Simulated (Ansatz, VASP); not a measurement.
RbCaH3: VASP beside Ansatz

INCAR

```
SYSTEM = RbCaH3
ALGO     = Normal         ! electronic algorithm
EDIFF    = 1E-6           ! SCF threshold, eV
ENCUT    = 520            ! plane-wave cutoff, eV
GGA      = CA             ! functional
ISIF     = 2              ! what is computed and relaxed
ISMEAR   = 0              ! smearing method
LASPH    = .True.         ! aspherical terms in the spheres
LCHARG   = .True.         ! write CHGCAR
LELF     = .True.         ! ELF
LREAL    = .False.        ! projectors in reciprocal space
LVHAR    = .True.       
LWAVE    = .False.        ! write WAVECAR
NBANDS   = 19             ! bands
NELM     = 100            ! most SCF steps
PREC     = Accurate       ! precision mode
SIGMA    = 0.05           ! smearing width, eV
```

Contents of KPOINTS:

```
k-points
0
Gamma
  6 6 6
  0 0 0
```

File POSCAR:

```
RbCaH3
1.0
    5.2491280663      0.0000000000      0.0000000000
    0.0000000000      5.2491280663      0.0000000000
    0.0000000000      0.0000000000      3.4119332431
Rb Ca H
1 1 3
Direct
    0.0000000000      0.0000000000      0.0000000000
    0.5000000000      0.5000000000      0.5000000000
    0.0000000000      0.5000000000      0.5000000000
    0.5000000000      0.0000000000      0.5000000000
    0.5000000000      0.5000000000      0.0000000000
```

Input for Ansatz:

```yaml
crystal:
  lattice:
    - [5.2491280663, 0.0, 0.0]
    - [0.0, 5.2491280663, 0.0]
    - [0.0, 0.0, 3.4119332431]
  atoms:
    - { symbol: Rb, position: [0.0, 0.0, 0.0] }
    - { symbol: Ca, position: [0.5, 0.5, 0.5] }
    - { symbol: H, position: [0.0, 0.5, 0.5] }
    - { symbol: H, position: [0.5, 0.0, 0.5] }
    - { symbol: H, position: [0.5, 0.5, 0.0] }
basis:
  ecutwfc: 420
kpoints:
  mp_grid: { grid: [6, 6, 6] }
hamiltonian:
  xc: lda
scf:
  occupations: { method: gaussian, width: 0.05 }
output:
  forces: true
  stress: true
  eigenvalues: true
```

Alike in both runs: task single point; functional LDA; k mesh 6 × 6 × 6; occupations gaussian, width 0.05 eV; no spin polarisation.

```csv
,VASP,Ansatz
version,VASP 6.6.1,Ansatz 0.2.0
potentials or method,"VASP PAW LDA potentials, release 64 (Rb_sv, Ca_sv, H), cutoff 520 eV","scalar-relativistic, plane waves, PAW"
valence electrons in the cell,22,22
```

```csv
,VASP,Ansatz,Ansatz less VASP
gap on the k mesh at the Fermi level (eV),1.81,1.84,+0.028
least direct gap on the mesh (eV),2.01,2.04,+0.035
pressure (GPa),4.0,3.9,-0.07
"traceless stress, the component that is largest in VASP (GPa)",20.46,20.27,-0.192
```

LDA's correlation is that of Perdew and Zunger in VASP and of Perdew and Wang (1992) in Ansatz.
